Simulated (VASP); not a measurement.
# Ti in VASP: single point with PBEsol

Aim: the single point of Ti with PBEsol.

All numbers are computed with VASP 6.6.1; they aren't measurements. Logs are shortened: lines on timing, memory, paths and dates and some standing lists are left out, and cuts for length are marked.

## Step 1: The cell of the first run

The cell holds a slab with vacuum, 16 atoms: a = 4.515 Å, b = 4.515 Å, c = 28.994 Å, α = 90.00°, β = 90.00°, γ = 120.00°.

## Step 2: Single point, PBEsol (atoms taken out)

INCAR reads:

```
SYSTEM = Ti
PREC = Accurate
ENCUT = 520
EDIFF = 1E-7
ISMEAR = 0
SIGMA = 0.1
LREAL = Auto
LASPH = .TRUE.
NELM = 100
ALGO = Normal
ISIF = 2
LWAVE = .FALSE.
LCHARG = .TRUE.
LDIPOL = .TRUE.
IDIPOL = 3
DIPOL = 0.5 0.5 0.500
GGA = PS
LELF = .TRUE.
LVHAR = .TRUE.
LVACPOTAV = .TRUE.
NBANDS = 110
```

KPOINTS reads:

```
Automatic mesh
0
G
  9 9 1
  0 0 0
```

POSCAR reads:

```
Ti
1.0
    4.5152900626      0.0000000000      0.0000000000
   -2.2576450313      3.9103558997      0.0000000000
    0.0000000000      0.0000000000     28.9939682486
Ti
16
Direct
    0.0000000000      0.0000000000      0.2586744917
    0.3333333333      0.6666666667      0.3069395934
    0.6666666667      0.3333333333      0.3069395934
    0.0000000000      0.0000000000      0.3552046950
    0.3333333333      0.6666666667      0.4034697967
    0.6666666667      0.3333333333      0.4034697967
    0.0000000000      0.0000000000      0.4517348983
    0.3333333333      0.6666666667      0.5000000000
    0.6666666667      0.3333333333      0.5000000000
    0.0000000000      0.0000000000      0.5482651017
    0.3333333333      0.6666666667      0.5965302033
    0.6666666667      0.3333333333      0.5965302033
    0.0000000000      0.0000000000      0.6447953050
    0.3333333333      0.6666666667      0.6930604066
    0.6666666667      0.3333333333      0.6930604066
    0.0000000000      0.0000000000      0.7413255083
```

Potentials or basis: VASP PAW PBE potentials, release 64 (Ti_sv).

On the command line:

```
> cat potpaw_PBE.64/Ti_sv/POTCAR > POTCAR
> mpirun -np 1 vasp_std > vasp.out
```

OUTCAR:

```text
SYSTEM = Ti
   PREC = Accurate
   ENCUT = 520
   EDIFF = 1E-7
   ISMEAR = 0
   LREAL = Auto
   LASPH = .TRUE.
   NELM = 100
   ISIF = 2
   GGA = PS

 ion  position               nearest neighbor table
   1  0.000  0.000  0.259-   4 2.80
   2  0.333  0.667  0.307-   3 2.61   3 2.61   3 2.61   5 2.80
   3  0.667  0.333  0.307-   2 2.61   2 2.61   2 2.61   6 2.80
   4  0.000  0.000  0.355-   1 2.80   7 2.80
   5  0.333  0.667  0.403-   6 2.61   6 2.61   6 2.61   8 2.80   2 2.80
   6  0.667  0.333  0.403-   5 2.61   5 2.61   5 2.61   9 2.80   3 2.80
   7  0.000  0.000  0.452-   4 2.80  10 2.80
   8  0.333  0.667  0.500-   9 2.61   9 2.61   9 2.61  11 2.80   5 2.80
   9  0.667  0.333  0.500-   8 2.61   8 2.61   8 2.61  12 2.80   6 2.80
  10  0.000  0.000  0.548-  13 2.80   7 2.80
  11  0.333  0.667  0.597-  12 2.61  12 2.61  12 2.61  14 2.80   8 2.80
  12  0.667  0.333  0.597-  11 2.61  11 2.61  11 2.61  15 2.80   9 2.80
  13  0.000  0.000  0.645-  16 2.80  10 2.80
  14  0.333  0.667  0.693-  15 2.61  15 2.61  15 2.61  11 2.80
  15  0.667  0.333  0.693-  14 2.61  14 2.61  14 2.61  12 2.80
  16  0.000  0.000  0.741-  13 2.80

  LATTYP: Found a hexagonal cell.
 ALAT       =     4.5152900626
 C/A-ratio  =     6.4212858635

  Lattice vectors:

 A1 = (   4.5152900626,   0.0000000000,   0.0000000000)
 A2 = (  -2.2576450313,   3.9103558997,   0.0000000000)
 A3 = (   0.0000000000,   0.0000000000,  28.9939682486)

Analysis of symmetry for initial positions (statically):
=====================================================================
 Subroutine PRICEL returns:
 Original cell was already a primitive cell.

 Routine SETGRP: Setting up the symmetry group for a
 hexagonal supercell.

 Subroutine GETGRP returns: Found 24 space group operations
 (whereof 24 operations were pure point group operations)
 out of a pool of 24 trial point group operations.

The static configuration has the point symmetry D_6h.

Analysis of symmetry for dynamics (positions and initial velocities):
=====================================================================
 Subroutine PRICEL returns:
 Original cell was already a primitive cell.

 Routine SETGRP: Setting up the symmetry group for a
 hexagonal supercell.

 Subroutine GETGRP returns: Found 24 space group operations
 (whereof 24 operations were pure point group operations)
 out of a pool of 24 trial point group operations.

The dynamic configuration has the point symmetry D_6h.

 Subroutine INISYM returns: Found 24 space group operations
 (whereof 24 operations are pure point group operations),
 and found     1 'primitive' translations

----------------------------------------------------------------------------------------

                                     Primitive cell

  volume of cell :     511.9288

  direct lattice vectors                    reciprocal lattice vectors
     4.515290063  0.000000000  0.000000000     0.221469714  0.127865599  0.000000000
    -2.257645031  3.910355900  0.000000000     0.000000000  0.255731198  0.000000000
     0.000000000  0.000000000 28.993968249     0.000000000  0.000000000  0.034489932

  length of vectors
     4.515290063  4.515290063 28.993968249     0.255731198  0.255731198  0.034489932

  position of ions in fractional coordinates (direct lattice)
     0.000000000  0.000000000  0.258674492
     0.333333333  0.666666667  0.306939593
     0.666666667  0.333333333  0.306939593
     0.000000000  0.000000000  0.355204695
     0.333333333  0.666666667  0.403469797
     0.666666667  0.333333333  0.403469797
[... 8 lines left out ...]
     0.666666667  0.333333333  0.693060407
     0.000000000  0.000000000  0.741325508

  ion indices of the primitive-cell ions
   primitive index   ion index
                 1           1
                 2           2
                 3           3
                 4           4
                 5           5
                 6           6
[... 8 lines left out ...]
                15          15
                16          16

----------------------------------------------------------------------------------------

 KPOINTS: Automatic mesh

Automatic generation of k-mesh.
 Grid dimensions read from file:
 generate k-points for:    9    9    1

 Generating k-lattice:

  Cartesian coordinates                     Fractional coordinates (reciprocal lattice)
     0.024607746  0.014207289  0.000000000     0.111111111 -0.000000000  0.000000000
     0.000000000  0.028414578  0.000000000     0.000000000  0.111111111  0.000000000
     0.000000000  0.000000000  0.034489932     0.000000000  0.000000000  1.000000000

  Length of vectors
     0.028414578  0.028414578  0.034489932

  Shift w.r.t. Gamma in fractional coordinates (k-lattice)
     0.000000000  0.000000000  0.000000000

 Subroutine IBZKPT returns following result:
 ===========================================

 Found     12 irreducible k-points:

 Following reciprocal coordinates:
            Coordinates               Weight
  0.000000  0.000000  0.000000      1.000000
  0.111111 -0.000000  0.000000      6.000000
  0.222222  0.000000  0.000000      6.000000
  0.333333 -0.000000  0.000000      6.000000
  0.444444  0.000000  0.000000      6.000000
  0.111111  0.111111  0.000000      6.000000
  0.222222  0.111111  0.000000     12.000000
  0.333333  0.111111  0.000000     12.000000
  0.444444  0.111111  0.000000      6.000000
  0.222222  0.222222  0.000000      6.000000
  0.333333  0.222222  0.000000     12.000000
  0.333333  0.333333  0.000000      2.000000
   k-points           NKPTS =     12   k-points in BZ     NKDIM =     12   number of bands    NBANDS=    110
   number of dos      NEDOS =    301   number of ions     NIONS =     16
   total plane-waves  NPLWV = 279936
   dimension x,y,z NGX =    36 NGY =   36 NGZ =  216
   dimension x,y,z NGXF=    72 NGYF=   72 NGZF=  432
   ions per type =              16
   NGX,Y,Z   is equivalent  to a cutoff of  13.25, 13.25, 12.39 a.u.
   NGXF,Y,Z  is equivalent  to a cutoff of  26.51, 26.51, 24.77 a.u.
 SYSTEM =  Ti
   PREC   = accura    normal or accurate (medium, high low for compatibility)
   ISTART =      0    job   : 0-new  1-cont  2-samecut
   ICHARG =      2    charge: 1-file 2-atom 10-const
   ISPIN  =      1    spin polarized calculation?
   LNONCOLLINEAR =      F non collinear calculations
   LSORBIT =      F    spin-orbit coupling
   LASPH  =      T    aspherical Exc in radial PAW
   ENCUT  =  520.0 eV  38.22 Ry    6.18 a.u.   8.40  8.40 53.91*2*pi/ulx,y,z
   NELM   =    100;   NELMIN=  2; NELMDL= -5     # of ELM steps
   EDIFF  = 0.1E-06   stopping-criterion for ELM
   LREAL  =      T    real-space projection
   EDIFFG = 0.1E-05   stopping-criterion for IOM
   NSW    =      0    number of steps for IOM
   IBRION =     -1    ionic relax: 0-MD 1-quasi-New 2-CG
   NFREE  =      0    steps in history (QN), initial steepest desc. (CG)
   ISIF   =      2    stress and relaxation
   ISYM   =      2    0-nonsym 1-usesym 2-fastsym
   POTIM  = 0.5000    time-step for ionic-motion
   TEBEG  =    0.0;   TEEND  =   0.0 temperature during run
   PSTRESS=    0.0 pullay stress
   NELECT =     192.0000    total number of electrons
   NUPDOWN=      -1.0000    fix difference up-down
   EMIN   =  10.00;   EMAX   =-10.00  energy-range for DOS
   EFERMI =   0.00;   METHOD = LEGACY
   ISMEAR =     0;   SIGMA  =   0.10  broadening in eV -4-tet -1-fermi 0-gaus
   EFERMI_NEDOS =   21; number of points for ismear=-14 and -15
   IALGO  =     38    algorithm
   IMIX   =      4    mixing-type and parameters
     AMIX     =   0.40;   BMIX     =  1.00
     AMIX_MAG =   1.60;   BMIX_MAG =  1.00
  volume/ion in A,a.u.               =      32.00       215.92
  Fermi-wavevector in a.u.,A,eV,Ry     =   1.180607  2.231024 18.964249  1.393833
  Thomas-Fermi vector in A             =   2.316896
   LORBIT       =      0    0 simple, 1 ext, 2 COOP (PROOUT), +10 PAW based schemes
   GGA     = PS    functional components
   LHFCALC =     F    Hartree Fock is set to
   AEXX    =    0.0000 exact exchange contribution
   IVDW    =     0    specifies the selected vdW correction
   LEPSILON=     F    determine dielectric tensor
   LRPA    =     F    only Hartree local field effects (RPA)
 non-spin polarized calculation
 Gauss-broadening in eV      SIGMA  =   0.10
  energy-cutoff  :      520.00
  volume of cell :      511.93
 maximum number of plane-waves:     13877
 NGX is ok and might be reduce to    36
   NGX = 17   NGY = 17   NGZ =107

 number of electron     192.0000052 magnetization

 dipolmoment           0.000000      0.000000     -0.000000 electrons x Angstroem

 Free energy of the ion-electron system (eV)
  ---------------------------------------------------
  ext. energy  EPLUGINS =         0.00000000
  ---------------------------------------------------
  free energy    TOTEN  =      -129.00412021 eV

  energy without entropy =     -128.93051469  energy(sigma->0) =     -128.96731745

 E-fermi :   2.9602     XC(G=0):  -6.9029

 val. band max:        2.9532817296   @ k =   0.3333   0.3333   0.0000
 cond. band min:       2.9705582416   @ k =   0.3333   0.2222   0.0000
 fundamental gap:      0.0172765120
 Fermi energy:         2.9602046302

 k-point     1 :       0.0000    0.0000    0.0000
  band No.  band energies     occupation
      1     -54.0874      2.00000
      2     -54.0874      2.00000
      3     -53.6605      2.00000
      4     -53.6575      2.00000
      5     -53.5975      2.00000
      6     -53.5575      2.00000
[... 100 lines left out ...]
    107       4.1672      0.00000
    108       4.1715      0.00000

 k-point     2 :       0.1111   -0.0000    0.0000
  band No.  band energies     occupation
      1     -54.0871      2.00000
      2     -54.0871      2.00000
      3     -53.6587      2.00000
      4     -53.6559      2.00000
      5     -53.5958      2.00000
      6     -53.5569      2.00000
[... 1102 lines left out ...]
 k-point    12 :       0.3333    0.3333    0.0000
  band No.  band energies     occupation
      1     -54.0852      2.00000
      2     -54.0852      2.00000
      3     -53.6450      2.00000
      4     -53.6436      2.00000
      5     -53.5827      2.00000
      6     -53.5527      2.00000
[... 100 lines left out ...]
    107       3.3196      0.00000
    108       3.4395      0.00000
 [bands above 108 left out]

------------------------ aborting loop because EDIFF is reached ----------------------------------------

  FORCE on cell =-STRESS in cart. coord.  units (eV):
  Direction    XX          YY          ZZ          XY          YZ          ZX
  --------------------------------------------------------------------------------------
  -------------------------------------------------------------------------------------
  Total       -6.5188161     -6.5188161     -5.8012190      0.0000000      0.0000000     -0.0000000
  in kB      -20.4018575    -20.4018575    -18.1560029      0.0000000      0.0000000     -0.0000000
  external PRESSURE =     -19.6532393 kB  Pullay stress =       0.0000000 kB

 VOLUME and BASIS-vectors are now :
 -----------------------------------------------------------------------------
  energy-cutoff  :      520.00
  volume of cell :      511.93
      direct lattice vectors                 reciprocal lattice vectors
     4.515290063  0.000000000  0.000000000     0.221469714  0.127865599  0.000000000
    -2.257645031  3.910355900  0.000000000     0.000000000  0.255731198  0.000000000
     0.000000000  0.000000000 28.993968249     0.000000000  0.000000000  0.034489932

 POSITION                                       TOTAL-FORCE (eV/Angst)
 -----------------------------------------------------------------------------------
      0.00000      0.00000      7.50000         0.000000      0.000000      1.152840
     -0.00000      2.60690      8.89940         0.000000      0.000000     -0.271549
      2.25765      1.30345      8.89940        -0.000000      0.000000     -0.271549
      0.00000      0.00000     10.29879         0.000000      0.000000     -0.558790
     -0.00000      2.60690     11.69819         0.000000      0.000000      0.083949
      2.25765      1.30345     11.69819        -0.000000     -0.000000      0.083949
[... 8 lines left out ...]
      2.25765      1.30345     20.09457         0.000000     -0.000000      0.271549
      0.00000      0.00000     21.49397         0.000000     -0.000000     -1.152840
 -----------------------------------------------------------------------------------
    total drift:                                0.000000     -0.000000      0.000000

  FREE ENERGIE OF THE ION-ELECTRON SYSTEM (eV)
  ---------------------------------------------------
  free  energy   TOTEN  =      -129.0041202138 eV

  energy  without entropy=     -128.9305146906  energy(sigma->0) =     -128.96731745

 vacuum level on the upper side and lower side of the slab         6.184         6.184
```

It took 60 min on 1 thread of Intel Xeon Platinum 8488C (Sapphire Rapids), shared host; peak memory 0.81 GiB.

Results:

```
Free energy            : -129.0041 eV
Largest force          : 1.153 eV/Å
Band gap on the k mesh : zero (bands 96 and 97 overlap by 0.56 eV)
```

Forces in eV/Å, atoms in the order of the input:
```
Ti   0.000  0.000  1.153
Ti   0.000  0.000 -0.272
Ti   0.000  0.000 -0.272
Ti   0.000  0.000 -0.559
Ti   0.000  0.000  0.084
Ti   0.000  0.000  0.084
Ti   0.000  0.000 -0.015
Ti   0.000  0.000  0.000
Ti   0.000  0.000  0.000
Ti   0.000  0.000  0.015
Ti   0.000  0.000 -0.084
Ti   0.000  0.000 -0.084
Ti   0.000  0.000  0.559
Ti   0.000  0.000  0.272
Ti   0.000  0.000  0.272
Ti   0.000  0.000 -1.153
```

Caveat: the cell differs from its parent crystal (atoms taken out); the PAW data sets were made with another functional, which shifts forces and pressure a little.
